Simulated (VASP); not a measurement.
# GaAs (dq13) (F-43m) in VASP: notebook

Runs on GaAs (dq13). Level: LDA. Tasks: single point, relaxation of cell and atoms.

All numbers are computed with VASP 6.6.1; they aren't measurements. Logs are shortened: lines on timing, memory, paths and dates and some standing lists are left out, and cuts for length are marked.

### Step 1. The cell of the first run

The structure is cubic, space group F-43m (No. 216). The conventional cell has a = 5.603 Å, b = 5.603 Å, c = 5.603 Å, α = 90.00°, β = 90.00°, γ = 90.00°. Ga (site symmetry -43m) has 4 As at 2.43 Å within 3.2 Å. Within 3.2 Å of As (site symmetry -43m) lie 4 Ga at 2.43 Å.

### Step 2. Single point, LDA

Contents of INCAR:

```
  PREC = Accurate
  ENCUT = 520
  EDIFF = 1E-7
  ISMEAR = 0
  SIGMA = 0.01
  LREAL = F
  LASPH = T
  NELM = 80
  ALGO = Normal
  ISIF = 2
  LWAVE = F
  LCHARG = T
  LELF = T
  LVHAR = T
  NBANDS = 16
```

Contents of KPOINTS:

```
Automatic mesh
0
Gamma
  12 12 12
```

Contents of POSCAR:

```
GaAs
1.0
    0.0000000000      2.8015691414      2.8015691414
    2.8015691414      0.0000000000      2.8015691414
    2.8015691414      2.8015691414      0.0000000000
Ga As
1 1
Direct
    0.0000000000      0.0000000000      0.0000000000
    0.7500000000      0.7500000000      0.7500000000
```

Potentials or basis: VASP PAW LDA potentials, release 64 (Ga_d, As).

Started as:

```sh
$ cat potpaw_LDA.64/Ga_d/POTCAR potpaw_LDA.64/As/POTCAR > POTCAR
$ mpirun -np 1 vasp_std > vasp.out
```

OUTCAR:

```text
PREC = Accurate
   ENCUT = 520
   EDIFF = 1E-7
   ISMEAR = 0
   LREAL = F
   LASPH = T
   NELM = 80
   ISIF = 2

 ion  position               nearest neighbor table
   1  0.000  0.000  0.000-   2 2.43   2 2.43   2 2.43   2 2.43
   2  0.750  0.750  0.750-   1 2.43   1 2.43   1 2.43   1 2.43

  LATTYP: Found a face centered cubic cell.
 ALAT       =     5.6031382828

  Lattice vectors:

 A1 = (   0.0000000000,   2.8015691414,   2.8015691414)
 A2 = (   2.8015691414,   0.0000000000,   2.8015691414)
 A3 = (   2.8015691414,   2.8015691414,   0.0000000000)

Analysis of symmetry for initial positions (statically):
=====================================================================
 Subroutine PRICEL returns:
 Original cell was already a primitive cell.

 Routine SETGRP: Setting up the symmetry group for a
 face centered cubic supercell.

 Subroutine GETGRP returns: Found 24 space group operations
 (whereof 24 operations were pure point group operations)
 out of a pool of 48 trial point group operations.

The static configuration has the point symmetry T_d .

Analysis of symmetry for dynamics (positions and initial velocities):
=====================================================================
 Subroutine PRICEL returns:
 Original cell was already a primitive cell.

 Routine SETGRP: Setting up the symmetry group for a
 face centered cubic supercell.

 Subroutine GETGRP returns: Found 24 space group operations
 (whereof 24 operations were pure point group operations)
 out of a pool of 48 trial point group operations.

The dynamic configuration has the point symmetry T_d .

 Subroutine INISYM returns: Found 24 space group operations
 (whereof 24 operations are pure point group operations),
 and found     1 'primitive' translations

----------------------------------------------------------------------------------------

                                     Primitive cell

  volume of cell :      43.9779

  direct lattice vectors                    reciprocal lattice vectors
     0.000000000  2.801569141  2.801569141    -0.178471412  0.178471412  0.178471412
     2.801569141  0.000000000  2.801569141     0.178471412 -0.178471412  0.178471412
     2.801569141  2.801569141  0.000000000     0.178471412  0.178471412 -0.178471412

  length of vectors
     3.962017076  3.962017076  3.962017076     0.309121553  0.309121553  0.309121553

  position of ions in fractional coordinates (direct lattice)
     0.000000000  0.000000000  0.000000000
     0.750000000  0.750000000  0.750000000

  ion indices of the primitive-cell ions
   primitive index   ion index
                 1           1
                 2           2

----------------------------------------------------------------------------------------

 KPOINTS: Automatic mesh

Automatic generation of k-mesh.
 Grid dimensions read from file:
 generate k-points for:   12   12   12

 Generating k-lattice:

  Cartesian coordinates                     Fractional coordinates (reciprocal lattice)
    -0.014872618  0.014872618  0.014872618     0.083333333  0.000000000  0.000000000
     0.014872618 -0.014872618  0.014872618     0.000000000  0.083333333  0.000000000
     0.014872618  0.014872618 -0.014872618     0.000000000  0.000000000  0.083333333

  Length of vectors
     0.025760129  0.025760129  0.025760129

  Shift w.r.t. Gamma in fractional coordinates (k-lattice)
     0.000000000  0.000000000  0.000000000

 Subroutine IBZKPT returns following result:
 ===========================================

 Found     72 irreducible k-points:

 Following reciprocal coordinates:
            Coordinates               Weight
  0.000000  0.000000  0.000000      1.000000
  0.083333  0.000000  0.000000      8.000000
  0.166667  0.000000  0.000000      8.000000
  0.250000  0.000000  0.000000      8.000000
  0.333333  0.000000  0.000000      8.000000
  0.416667  0.000000  0.000000      8.000000
[... 16 lines left out ...]
  0.500000  0.166667  0.000000     24.000000
 -0.416667  0.166667  0.000000     24.000000
 [... further k-points ...]
   k-points           NKPTS =     72   k-points in BZ     NKDIM =     72   number of bands    NBANDS=     16
   number of dos      NEDOS =    301   number of ions     NIONS =      2
   total plane-waves  NPLWV =  27000
   dimension x,y,z NGX =    30 NGY =   30 NGZ =   30
   dimension x,y,z NGXF=    60 NGYF=   60 NGZF=   60
   ions per type =               1   1
   NGX,Y,Z   is equivalent  to a cutoff of  12.59, 12.59, 12.59 a.u.
   NGXF,Y,Z  is equivalent  to a cutoff of  25.18, 25.18, 25.18 a.u.
 SYSTEM =  unknown system
   PREC   = accura    normal or accurate (medium, high low for compatibility)
   ISTART =      0    job   : 0-new  1-cont  2-samecut
   ICHARG =      2    charge: 1-file 2-atom 10-const
   ISPIN  =      1    spin polarized calculation?
   LNONCOLLINEAR =      F non collinear calculations
   LSORBIT =      F    spin-orbit coupling
   LASPH  =      T    aspherical Exc in radial PAW
[... 107 lines left out ...]
  band No.  band energies     occupation
      1     -10.9841      2.00000
      2     -10.9001      2.00000
      3     -10.9001      2.00000
      4     -10.8305      2.00000
      5     -10.8305      2.00000
      6      -7.7043      2.00000
[... 8 lines left out ...]
     15      13.7669      0.00000
     16      13.7669      0.00000

 k-point     6 :       0.4167    0.0000    0.0000
  band No.  band energies     occupation
      1     -10.9980      2.00000
      2     -10.8972      2.00000
      3     -10.8972      2.00000
      4     -10.8288      2.00000
      5     -10.8288      2.00000
      6      -7.2541      2.00000
[... 8 lines left out ...]
     15      14.9407      0.00000
     16      14.9407      0.00000

 k-point     7 :       0.5000    0.0000    0.0000
  band No.  band energies     occupation
      1     -11.0030      2.00000
      2     -10.8962      2.00000
      3     -10.8962      2.00000
      4     -10.8281      2.00000
      5     -10.8281      2.00000
      6      -7.0511      2.00000
[... 8 lines left out ...]
     15      16.0127      0.00000
     16      16.0127      0.00000

 k-point     8 :       0.0833    0.0833    0.0000
  band No.  band energies     occupation
      1     -10.9280      2.00000
      2     -10.9137      2.00000
      3     -10.9137      2.00000
      4     -10.8336      2.00000
      5     -10.8313      2.00000
      6      -8.7866      2.00000
[... 8 lines left out ...]
     15      12.9193      0.00000
     16      14.4138      0.00000

 k-point     9 :       0.1667    0.0833    0.0000
  band No.  band energies     occupation
      1     -10.9423      2.00000
      2     -10.9099      2.00000
      3     -10.9091      2.00000
      4     -10.8350      2.00000
      5     -10.8305      2.00000
      6      -8.5932      2.00000
[... 8 lines left out ...]
     15      13.0457      0.00000
     16      14.0657      0.00000
[... 172 lines left out ...]
 k-point    19 :       0.1667    0.1667    0.0000
  band No.  band energies     occupation
      1     -10.9545      2.00000
      2     -10.9043      2.00000
      3     -10.9043      2.00000
      4     -10.8381      2.00000
      5     -10.8288      2.00000
      6      -8.4566      2.00000
[... 8 lines left out ...]
     15      13.6405      0.00000
     16      14.7539      0.00000

 k-point    20 :       0.2500    0.1667    0.0000
  band No.  band energies     occupation
      1     -10.9709      2.00000
      2     -10.8990      2.00000
      3     -10.8980      2.00000
      4     -10.8405      2.00000
      5     -10.8273      2.00000
      6      -8.1685      2.00000
[... 8 lines left out ...]
     15      14.5281      0.00000
     16      14.7519      0.00000

 k-point    21 :       0.3333    0.1667    0.0000
  band No.  band energies     occupation
      1     -10.9872      2.00000
      2     -10.8950      2.00000
      3     -10.8924      2.00000
      4     -10.8412      2.00000
      5     -10.8261      2.00000
      6      -7.7584      2.00000
[... 8 lines left out ...]
     15      14.7809      0.00000
     16      15.0713      0.00000

 k-point    22 :       0.4167    0.1667    0.0000
  band No.  band energies     occupation
      1     -11.0001      2.00000
      2     -10.8928      2.00000
      3     -10.8887      2.00000
      4     -10.8396      2.00000
      5     -10.8256      2.00000
      6      -7.2925      2.00000
[... 8 lines left out ...]
     15      15.0329      0.00000
     16      15.9485      0.00000

 k-point    23 :       0.5000    0.1667    0.0000
  band No.  band energies     occupation
      1     -11.0073      2.00000
      2     -10.8920      2.00000
      3     -10.8874      2.00000
      4     -10.8365      2.00000
      5     -10.8266      2.00000
      6      -6.9166      2.00000
[... 8 lines left out ...]
     15      15.6399      0.00000
     16      16.0402      0.00000

 k-point    24 :      -0.4167    0.1667    0.0000
  band No.  band energies     occupation
      1     -11.0073      2.00000
      2     -10.8922      2.00000
      3     -10.8884      2.00000
      4     -10.8332      2.00000
      5     -10.8293      2.00000
      6      -6.8550      2.00000
[... 8 lines left out ...]
     15      14.4901      0.00000
     16      15.1657      0.00000

 [... further k-points ...]
[... 5 lines left out ...]
  --------------------------------------------------------------------------------------
  -------------------------------------------------------------------------------------
  Total        0.0894054      0.0894054      0.0894054     -0.0000000     -0.0000000     -0.0000000
  in kB        3.2571702      3.2571702      3.2571702     -0.0000000     -0.0000000     -0.0000000
  external PRESSURE =       3.2571702 kB  Pullay stress =       0.0000000 kB

 VOLUME and BASIS-vectors are now :
 -----------------------------------------------------------------------------
  energy-cutoff  :      520.00
  volume of cell :       43.98
      direct lattice vectors                 reciprocal lattice vectors
     0.000000000  2.801569141  2.801569141    -0.178471412  0.178471412  0.178471412
     2.801569141  0.000000000  2.801569141     0.178471412 -0.178471412  0.178471412
     2.801569141  2.801569141  0.000000000     0.178471412  0.178471412 -0.178471412

 POSITION                                       TOTAL-FORCE (eV/Angst)
 -----------------------------------------------------------------------------------
      0.00000      0.00000      0.00000         0.000000     -0.000000     -0.000000
      4.20235      4.20235      4.20235        -0.000000      0.000000      0.000000
 -----------------------------------------------------------------------------------
    total drift:                                0.000001      0.000001      0.000000

  FREE ENERGIE OF THE ION-ELECTRON SYSTEM (eV)
  ---------------------------------------------------
  free  energy   TOTEN  =        -9.6420138194 eV

  energy  without entropy=       -9.6420138194  energy(sigma->0) =       -9.64201382
```

Run time: 22 s. Hardware: 1 thread of Intel Xeon 6975P-C (Granite Rapids), shared host; peak memory 0.18 GiB.

What came out:

```
Free energy            : -9.6420 eV
Pressure               : 0.3 GPa
Band gap on the k mesh : 0.54 eV, direct
```

### Step 3. Relaxation of cell and atoms, LDA

Contents of INCAR:

```
SYSTEM = GaAs
ALGO = Normal
EDIFF = 1E-7
EDIFFG = -0.002
ENCUT = 600
IBRION = 2
ISIF = 3
ISMEAR = 0
LASPH = .True.
LCHARG = .False.
LREAL = .False.
LWAVE = .False.
NELM = 80
NSW = 100
PREC = Accurate
SIGMA = 0.02
```

Contents of KPOINTS:

```
k-points
0
Gamma
  10 10 10
  0 0 0
```

POSCAR is that of step 2.

Potentials or basis: VASP PAW LDA potentials, release 64 (Ga_d, As).

Started as:

```sh
$ cat potpaw_LDA.64/Ga_d/POTCAR potpaw_LDA.64/As/POTCAR > POTCAR
$ mpirun -np 1 vasp_std > vasp.out
```

Run time: 27 s. Hardware: 1 thread of Intel Xeon 6975P-C (Granite Rapids), shared host; peak memory 0.18 GiB.

It converged, with:

* Free energy: -9.6411 eV
* Relaxed volume: 22.08 Å³/atom
* Relaxed cell: a = 3.967 Å, b = 3.967 Å, c = 3.967 Å, α = 60.00°, β = 60.00°, γ = 60.00°
* Space group after relaxing (to 0.05 Å): F-43m (No. 216)
* Energy gained by relaxing: 0.1 meV/atom
* Ionic steps: 5
* Pressure after relaxing: 0.0 GPa
* Band gap on the k mesh: 0.51 eV, direct

The path:
| step | energy change (eV) | largest force (eV/Å) | pressure (GPa) | volume (Å³) |
| --- | --- | --- | --- | --- |
| 1 | 0.0000 | 0.0000 | 0.30 | 43.98 |
| 2 | -0.0001 | 0.0000 | -0.15 | 44.24 |
| 3 | -0.0002 | 0.0000 | 0.02 | 44.15 |
| 4 | -0.0002 | 0.0000 | -0.03 | 44.16 |
| 5 | -0.0002 | 0.0000 | 0.01 | 44.16 |

Final structure:
```
Ga As
1.0
     0.00000    2.80538    2.80538
     2.80538    0.00000    2.80538
     2.80538    2.80538    0.00000
Ga As
1 1
Direct
  0.00000 0.00000 0.00000
  0.75000 0.75000 0.75000
```

Levels at points of the mesh, in eV from the valence-band top:
```tsv
k point	band 5	band 6	band 7	band 8	band 9	band 10	band 11	band 12	band 13
(0.00, 0.00, 0.00)	-14.89	-12.93	0.00	0.00	0.00	0.50	3.68	3.68	3.68
(0.50, 0.00, 0.00)	-14.88	-11.09	-6.82	-1.18	-1.18	0.93	4.59	4.59	7.59
(0.50, 0.50, 0.00)	-14.87	-10.32	-6.98	-2.77	-2.77	1.30	1.54	10.23	10.23
```

A k mesh can miss the band edges.

### Step 4. Relaxation of cell and atoms, LDA

This run uses another cell than the first one, of 23.77 Å³/atom, 1.081 times its volume.

Contents of INCAR:

```
ALGO = Normal
EDIFF = 1E-7
EDIFFG = -0.002
ENCUT = 600
GGA = CA
IBRION = 2
ISIF = 3
ISMEAR = 0
LASPH = True
LCHARG = False
LREAL = False
LWAVE = False
NELM = 100
NSW = 100
PREC = Accurate
SIGMA = 0.1
```

Contents of KPOINTS:

```
k-points
0
Gamma
  10 10 10
```

Contents of POSCAR:

```
GaAs
1.0
    0.0000000000      2.8750910500      2.8750910500
    2.8750910500      0.0000000000      2.8750910500
    2.8750910500      2.8750910500      0.0000000000
Ga As
1 1
Direct
    0.0000000000      0.0000000000      0.0000000000
    0.7500000000      0.7500000000      0.7500000000
```

Started as:

```sh
$ cat potpaw_LDA.64/Ga_d/POTCAR potpaw_LDA.64/As/POTCAR > POTCAR
$ mpirun -np 1 vasp_std > vasp.out
```

It took 23 s on 1 thread of Intel Xeon 6975P-C (Granite Rapids), shared host; peak memory 0.19 GiB.

The run converged. Its results:

- Free energy: -9.6416 eV
- Relaxed volume: 22.07 Å³/atom
- Relaxed cell: a = 3.967 Å, b = 3.967 Å, c = 3.967 Å, α = 60.00°, β = 60.00°, γ = 60.00°
- Space group after relaxing (to 0.05 Å): F-43m (No. 216)
- Energy gained by relaxing: 26.0 meV/atom
- Ionic steps: 3
- Pressure after relaxing: 0.0 GPa
- Band gap on the k mesh: 0.51 eV, direct

Step by step:
```tsv
step	energy change (eV)	largest force (eV/Å)	pressure (GPa)	volume (Å³)
1	0.0000	0.0000	-4.59	47.53
2	-0.0446	0.0000	2.09	43.00
3	-0.0520	0.0000	0.00	44.15
```

Final structure:
```
Ga As
1.0
     0.00000    2.80522    2.80522
     2.80522    0.00000    2.80522
     2.80522    2.80522    0.00000
Ga As
1 1
Direct
  0.00000 0.00000 0.00000
  0.75000 0.75000 0.75000
```

Levels at points of the mesh, in eV from the valence-band top:
| k point | band 5 | band 6 | band 7 | band 8 | band 9 | band 10 | band 11 | band 12 | band 13 |
| --- | --- | --- | --- | --- | --- | --- | --- | --- | --- |
| (0.00, 0.00, 0.00) | -14.89 | -12.93 | 0.00 | 0.00 | 0.00 | 0.51 | 3.68 | 3.68 | 3.68 |
| (0.50, 0.00, 0.00) | -14.88 | -11.10 | -6.82 | -1.18 | -1.18 | 0.93 | 4.59 | 4.59 | 7.59 |
| (0.50, 0.50, 0.00) | -14.87 | -10.32 | -6.98 | -2.77 | -2.77 | 1.30 | 1.54 | 10.23 | 10.23 |

### Step 5. Relaxation of cell and atoms, LDA

Contents of INCAR:

```
PREC     = Accurate       # precision mode
ENCUT    = 600            # plane-wave cutoff, eV
EDIFF    = 1E-7           # SCF threshold, eV
ISMEAR   = 0              # smearing method
SIGMA    = 0.01           # smearing width, eV
LREAL    = False          # projectors in reciprocal space
LASPH    = True           # aspherical terms in the spheres
NELM     = 60             # most SCF steps
ALGO     = Normal         # electronic algorithm
ISIF     = 3              # what is computed and relaxed
LWAVE    = False          # write WAVECAR
LCHARG   = False          # write CHGCAR
IBRION   = 2              # ionic algorithm
NSW      = 80             # ionic steps
EDIFFG   = -0.001         # ionic threshold
```

Contents of KPOINTS:

```
Automatic mesh
0
Gamma
  12 12 12
```

Contents of POSCAR:

```
GaAs
1.0
    0.0000000000      2.8015691414      2.8015691414
    2.8015691414      0.0000000000      2.8015691414
    2.8015691414      2.8015691414      0.0000000000
Ga As
1 1
Direct
    0.0000000000      0.0000000000      0.0000000000
    0.7500000000      0.7500000000      0.7500000000
```

Started as:

```sh
$ cat potpaw_LDA.64/Ga_d/POTCAR potpaw_LDA.64/As/POTCAR > POTCAR
$ mpirun -np 1 vasp_std > vasp.out
```

Wall time 42 s (1 thread of Intel Xeon 6975P-C (Granite Rapids), shared host); peak memory 0.2 GiB.

It converged, with:

- Free energy: -9.6421 eV
- Relaxed volume: 22.08 Å³/atom
- Relaxed cell: a = 3.968 Å, b = 3.968 Å, c = 3.968 Å, α = 60.00°, β = 60.00°, γ = 60.00°
- Space group after relaxing (to 0.05 Å): F-43m (No. 216)
- Energy gained by relaxing: 0.1 meV/atom
- Ionic steps: 6
- Pressure after relaxing: 0.0 GPa
- Band gap on the k mesh: 0.50 eV, direct

Step by step:
```csv
step,energy change (eV),largest force (eV/Å),pressure (GPa),volume (Å³)
1,0.0000,0.0000,0.31,43.98
2,-0.0001,0.0000,-0.15,44.25
3,-0.0002,0.0000,0.02,44.16
4,-0.0002,0.0000,-0.03,44.17
5,-0.0002,0.0000,0.01,44.16
6,-0.0002,0.0000,0.00,44.16
```

Final structure:
```cif
data_structure
_symmetry_space_group_name_H-M 'P 1'
_symmetry_Int_Tables_number 1
_cell_length_a 3.9676
_cell_length_b 3.9676
_cell_length_c 3.9676
_cell_angle_alpha 60.000
_cell_angle_beta 60.000
_cell_angle_gamma 60.000
_cell_volume 44.16
loop_
_atom_site_label
_atom_site_type_symbol
_atom_site_fract_x
_atom_site_fract_y
_atom_site_fract_z
_atom_site_occupancy
Ga1 Ga 0.00000 0.00000 0.00000 1
As1 As 0.75000 0.75000 0.75000 1
```

Levels at points of the mesh, in eV from the valence-band top:
```csv
k point,band 7,band 8,band 9,band 10,band 11,band 12
"(0.00, 0.00, 0.00)",0.00,0.00,0.00,0.50,3.68,3.68
"(0.50, 0.00, 0.00)",-6.82,-1.18,-1.18,0.93,4.59,4.59
"(0.50, 0.50, 0.00)",-6.98,-2.77,-2.77,1.30,1.54,10.22
```

A k mesh can miss the band edges.

### Step 6. Overview

```tsv
task	cell	k mesh	cutoff (eV)	smearing	gap on the mesh (eV)	pressure (GPa)	relaxed volume (Å³/atom)
single point	a = 3.962 Å, angles 60.0°, 2 atoms	12 × 12 × 12	520	gaussian 0.01 eV	0.54	0.3	-
relaxation of cell and atoms	relaxed from a = 3.962 Å, angles 60.0°, 2 atoms	10 × 10 × 10	600	gaussian 0.02 eV	0.51	0.0	22.08
relaxation of cell and atoms	relaxed from a = 4.066 Å, angles 60.0°, 2 atoms	10 × 10 × 10	600	gaussian 0.1 eV	0.51	0.0	22.07
relaxation of cell and atoms	relaxed from a = 3.962 Å, angles 60.0°, 2 atoms	12 × 12 × 12	600	gaussian 0.01 eV	0.50	0.0	22.08
```

Alike in all rows: level LDA; potentials or basis VASP PAW LDA potentials, release 64 (Ga_d, As); no spin polarisation.

Absolute energies hang on the potentials; compare differences alone.
